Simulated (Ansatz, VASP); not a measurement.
**BN: VASP beside Ansatz**

INCAR

```
SYSTEM = BN
PREC = Accurate
ENCUT = 520
EDIFF = 1E-6
ISMEAR = -4
SIGMA = 0.05
LREAL = .FALSE.
LASPH = .TRUE.
NELM = 60
ALGO = Normal
ISIF = 2
LWAVE = .FALSE.
LCHARG = .TRUE.
GGA = PE
IVDW = 12
LELF = .TRUE.
LVHAR = .TRUE.
ISYM = 0
NBANDS = 16
```

File KPOINTS:

```
regular mesh
0
G
  12 12 4
  0 0 0
```

File POSCAR:

```
BN
1.0
    2.5290316213      0.0000000000      0.0000000000
   -1.2645158107      2.1685204268      0.0000000000
    0.0000000000      0.0000000000      6.6612000000
B N
2 2
Direct
    0.3333333333      0.6666666667      0.2500000000
    0.6666666667      0.3333333333      0.7500000000
    0.3333333333      0.6666666667      0.7500000000
    0.6666666667      0.3333333333      0.2500000000
```

Input for Ansatz:

```yaml
crystal:
  lattice:
    - [2.5290316213, 0.0, 0.0]
    - [-1.2645158107, 2.1685204268, 0.0]
    - [0.0, 0.0, 6.6612]
  atoms:
    - { symbol: B, position: [0.3333333333, 0.6666666667, 0.25] }
    - { symbol: B, position: [0.6666666667, 0.3333333333, 0.75] }
    - { symbol: "N", position: [0.3333333333, 0.6666666667, 0.75] }
    - { symbol: "N", position: [0.6666666667, 0.3333333333, 0.25] }
  symmetry: { detect: false }
basis:
  ecutwfc: 420
kpoints:
  mp_grid: { grid: [12, 12, 4] }
hamiltonian:
  xc: pbe
  dispersion: d3bj
scf:
  occupations: { method: tetrahedron_uncorrected }
output:
  forces: true
  eigenvalues: true
  stress: true
```

Alike in both runs: task single point; functional PBE; dispersion D3(BJ); k mesh 12 × 12 × 4; no spin polarisation.

```csv
,VASP,Ansatz
version,VASP 6.6.1,Ansatz 0.2.0
potentials or method,"VASP PAW PBE potentials, release 64 (B, N), cutoff 520 eV","scalar-relativistic, plane waves, PAW"
occupations,tetrahedron,tetrahedron-uncorrected
valence electrons in the cell,16,16
```

```tsv
	VASP	Ansatz	Ansatz less VASP
gap on the k mesh at the Fermi level (eV)	4.23	4.23	+0.007
pressure (GPa)	-2.8	-2.8	-0.08
traceless stress, the component that is largest in VASP (GPa)	-4.86	-4.95	-0.088
rms of the force components (eV/Å)	0.068	0.068	-0.0001
```

Atom by atom the forces differ by 0.000 eV/Å (rms over components). Ansatz's warnings: band table not solved further.
